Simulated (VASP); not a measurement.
A run of VASP 6.6.1:

File INCAR:

```
PREC = Accurate
ENCUT = 520
EDIFF = 1E-6
ISMEAR = 0
SIGMA = 0.15
LREAL = F
LASPH = T
NELM = 80
ALGO = Normal
ISIF = 2
LWAVE = F
LCHARG = T
GGA = PS
LELF = T
LVHAR = T
NBANDS = 12
```

Contents of KPOINTS:

```
Automatic mesh
0
Gamma
  14 14 14
```

File POSCAR:

```
TeAs
1.0
    0.0000000000      2.9676670000      2.9676670000
    2.9676670000      0.0000000000      2.9676670000
    2.9676670000      2.9676670000      0.0000000000
Te As
1 1
Direct
    0.5000000000      0.5000000000      0.5000000000
    0.0000000000      0.0000000000      0.0000000000
```

Potentials or basis: VASP PAW PBE potentials, release 64 (Te, As).

Command:

```bash
$ cat potpaw_PBE.64/Te/POTCAR potpaw_PBE.64/As/POTCAR > POTCAR
$ mpirun -np 1 vasp_std > vasp.out
```

Hardware: 1 thread of Intel Xeon 8259CL (shared host).

**Question.** Estimate the wall time of this run.

**Answer.** Wall time 62 s on 1 thread of Intel Xeon 8259CL (shared host), peak memory 0.22 GiB. Counts: scf iterations 10, k points 104.
